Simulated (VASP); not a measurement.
Zn8O7 (a cell with a defect), 15 atoms in the cell. The cell holds a defect, 15 atoms: a = 5.293 Å, b = 6.559 Å, c = 6.559 Å, α = 120.00°, β = 90.00°, γ = 90.00°.  This cell differs from its parent crystal: atoms taken out, then relaxed in part.

```yaml
Program: VASP 6.6.1
Task: single point
Functional: PBE
Potentials_or_basis: VASP PAW PBE potentials, release 64 (Zn, O)
Cutoff: 520 eV
k_mesh: 4 × 4 × 4
Occupations: gaussian, width 0.01 eV
Spin: no spin polarisation
Dipole_correction: no
Charge: 2
Further_INCAR_settings: LREAL = Auto; ALGO = Normal; EDIFF = 1e-07; NBANDS = 82; NELECT = 136.0
```

Potentials or basis: VASP PAW PBE potentials, release 64 (Zn, O).

The run is started by

```bash
$ cat potpaw_PBE.64/Zn/POTCAR potpaw_PBE.64/O/POTCAR > POTCAR
$ mpirun -np 1 vasp_std > vasp.out
```

Hardware: 1 thread of Intel(R) Xeon(R) Platinum 8375C CPU @ 2.90GHz (Ice Lake) (shared host).

Estimate the wall time of this run.

Wall time 6.7 min on 1 thread of Intel(R) Xeon(R) Platinum 8375C CPU @ 2.90GHz (Ice Lake), with other jobs on the host, peak memory 0.37 GiB. Counts: scf iterations 20, k points 13.
